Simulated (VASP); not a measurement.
Write the native input for VASP 6.6.1 that does the following.

```
Task                   : relaxation of cell and atoms
Functional             : PBE
Potentials or basis    : VASP PAW PBE potentials, release 64 (Pb_d, O)
Cutoff                 : 600 eV
k mesh                 : 4 × 4 × 4
Occupations            : gaussian, width 0.1 eV
Spin                   : no spin polarisation
Dipole correction      : no
Further INCAR settings : ALGO = Normal; EDIFF = 1e-06; IBRION = 2; EDIFFG = -0.04; NSW = 90; ISIF = 3
```

The structure of PbO2 lies in POSCAR:

```
PbO2
1.0
    3.9301916771      0.0000000000      0.0000000000
    0.0000000000      3.9301916771      0.0000000000
    0.0000000000      0.0000000000      5.6579634360
Pb O
2 4
Direct
    0.0000000000      0.0000000000      0.0000000000
    0.5000000000      0.5000000000      0.5000000000
    0.0000000000      0.5000000000      0.2030000000
    0.0000000000      0.5000000000      0.7030000000
    0.5000000000      0.0000000000      0.2970000000
    0.5000000000      0.0000000000      0.7970000000
```

The input as run:

INCAR

```
SYSTEM = PbO2
PREC     = Accurate       ! precision mode
ENCUT    = 600            ! plane-wave cutoff, eV
EDIFF    = 1E-6           ! SCF threshold, eV
ISMEAR   = 0              ! smearing method
SIGMA    = 0.1            ! smearing width, eV
LREAL    = .FALSE.        ! projectors in reciprocal space
LASPH    = .TRUE.         ! aspherical terms in the spheres
NELM     = 80             ! most SCF steps
ALGO     = Normal         ! electronic algorithm
ISIF     = 3              ! what is computed and relaxed
LWAVE    = .FALSE.        ! write WAVECAR
LCHARG   = .FALSE.        ! write CHGCAR
GGA      = PE             ! functional
IBRION   = 2              ! ionic algorithm
NSW      = 90             ! ionic steps
EDIFFG   = -0.04          ! ionic threshold
```

KPOINTS

```
regular mesh
0
G
  4 4 4
  0 0 0
```

Potentials or basis: VASP PAW PBE potentials, release 64 (Pb_d, O).

Run with:

```console
$ cat potpaw_PBE.64/Pb_d/POTCAR potpaw_PBE.64/O/POTCAR > POTCAR
$ mpirun -np 1 vasp_std > vasp.out
```

Results of the run:

* Relaxed volume: 13.72 Å³/atom
* Relaxed cell: a = 3.784 Å, b = 3.784 Å, c = 5.751 Å, α = 90.00°, β = 90.00°, γ = 90.00°
* Space group after relaxing (to 0.1 Å): P4_2/nmc (No. 137)
* Energy gained by relaxing: 47.4 meV/atom
* Ionic steps: 8
* Pressure after relaxing: -0.3 GPa
* Largest force after relaxing: 0.012 eV/Å
* Band gap on the k mesh: zero (bands 26 and 27 overlap by 0.12 eV)

Caveat: the k points lie up to 0.42 Å⁻¹ apart in the final cell; semilocal functionals underestimate gaps, and a narrow one can read as zero; spin-orbit coupling is left out, which moves the levels of the heavy elements.

Wall time 2.7 min on 1 thread of Intel(R) Xeon(R) 6975P-C (Granite Rapids) (shared host), peak memory 0.24 GiB.
